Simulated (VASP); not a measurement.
Here is a VASP 6.6.1 calculation.

The input INCAR:

```
SYSTEM = Ga11CuP12
ALGO     = Normal         ! electronic algorithm
EDIFF    = 1E-5           ! SCF threshold, eV
ENCUT    = 350            ! plane-wave cutoff, eV
GGA      = PS             ! functional
ISIF     = 2              ! what is computed and relaxed
ISMEAR   = 0              ! smearing method
ISPIN    = 2              ! spin polarisation
ISYM     = 0            
KPAR     = 2            
LASPH    = .True.         ! aspherical terms in the spheres
LCHARG   = .False.        ! write CHGCAR
LMAXMIX  = 4              ! l up to which the mixer works
LORBIT   = 11             ! projections on sites
LREAL    = Auto         
LWAVE    = .False.        ! write WAVECAR
MAGMOM   = 2 0 0 0 0 0 0 0 0 0 0 0 0 0 0 0 0 0 0 0 0 0 0 0 ! initial moments
NBANDS   = 129            ! bands
NELM     = 120            ! most SCF steps
NUPDOWN  = 2              ! fixed moment
PREC     = Accurate       ! precision mode
SIGMA    = 0.03           ! smearing width, eV
```

File KPOINTS:

```
k-points
0
Gamma
  2 2 2
  0 0 0
```

POSCAR

```
Ga11CuP12                               
1.0
    0.0000000000      8.1757500000      8.1757500000
    5.4505000000      0.0000000000      5.4505000000
    5.4505000000      5.4505000000      0.0000000000
  Cu              Ga              P             
     1    11    12
Direct
     0.9985365811390715    0.0006550261406407    0.0013206874077931
     0.0019460405873064    0.0024892818739523    0.4975110340615031
     0.0006784374349500    0.4992132746260755    0.0019046915452284
     0.0003769875593564    0.4986322795254134    0.4990607266311593
     0.3293333867264717    0.0018280038390721    0.0028010201584559
     0.3287170009268871    0.0017708273296045    0.5027135693112896
     0.3285737942107487    0.5026755517955601    0.0018750149981345
     0.3304926501841765    0.4994170993003335    0.5021940036407014
     0.6672303057892268    0.9999638975439791    0.0039933331297154
     0.6669718586819339    0.9985379244245189    0.4990837732526233
     0.6661281126133142    0.4930532360810041    0.0053930188661806
     0.6655458647745089    0.4975455577425451    0.5028845617318241
     0.0800252334888398    0.1227182284377579    0.1212335519755435
     0.0801970593110119    0.1220725142984197    0.6366707376911324
     0.0798525762104771    0.6360411476313523    0.1225133259334056
     0.0811782447857478    0.6265311594531286    0.6260373720077936
     0.4160309705399513    0.1256830708753819    0.1259855785338191
     0.4162553802224979    0.1235348846970921    0.6262555315323117
     0.4152985559442884    0.6249084096783957    0.1261954648208143
     0.4156417301426909    0.6247618763503365    0.6254446565976109
     0.7578725160787786    0.1182159081225841    0.1242089552952163
     0.7507071085417029    0.1219662075871482    0.6270086048108165
     0.7496924434204338    0.6230567355713712    0.1270899393707215
     0.7495271606856353    0.6220698970743365    0.6282338466961916
```

Potentials or basis: VASP PAW PBE potentials, release 64 (Cu, Ga_d, P).

Command:

```bash
$ cat potpaw_PBE.64/Cu/POTCAR potpaw_PBE.64/Ga_d/POTCAR potpaw_PBE.64/P/POTCAR > POTCAR
$ mpirun -np 4 vasp_std > vasp.out
```

(1) What does it give for the pressure?

(2) Estimate the largest force.

Answers

(1) -1.6 GPa.

(2) 0.041 eV/Å.

Caveat: the k points lie up to 0.50 Å⁻¹ apart; the cutoff is under 1.25 times the usual one of these potentials, so pressure, stress and relaxed cells hold a basis-set (Pulay) error; the PAW data sets were made with another functional, which shifts forces and pressure a little; the total moment is fixed, so each spin has its own Fermi level.
